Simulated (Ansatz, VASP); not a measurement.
AlRu in VASP and in Ansatz

```
CELL_PARAMETERS angstrom
2.99160 0.00000 0.01122
0.00000 2.99160 0.00000
0.01122 0.00000 2.99160
ATOMIC_POSITIONS crystal
Al 0.00000 0.00000 0.00000
Ru 0.50000 0.50000 0.50000
```

Change from the starting cell: strain +0.0075 x Voigt [0, 0, 0, 0, 1, 0], atoms carried along.

Alike in both runs: task single point; functional PBEsol; k mesh 16 × 16 × 16; occupations gaussian, width 0.15 eV; no spin polarisation.

|  | VASP | Ansatz |
| --- | --- | --- |
| version | VASP 6.6.1 | Ansatz 0.2.0 |
| potentials or method | VASP PAW PBE potentials, release 64 (Al, Ru_pv), cutoff 520 eV | scalar-relativistic, plane waves, PAW |
| valence electrons in the cell | 17 | 19 |

```tsv
	VASP	Ansatz	Ansatz less VASP
gap on the k mesh at the Fermi level (eV)	none	none	-
pressure (GPa)	-3.2	-3.2	-0.05
traceless stress, the component that is largest in VASP (GPa)	-0.97	-0.97	+0.002
```

VASP's potentials were made for PBE, not for PBEsol. A gap of «none» marks a metal or a gap that the smearing closes. VASP's potentials hold 17 valence electrons a cell and Ansatz's 19, so a difference there can come from the potentials and not from the codes.
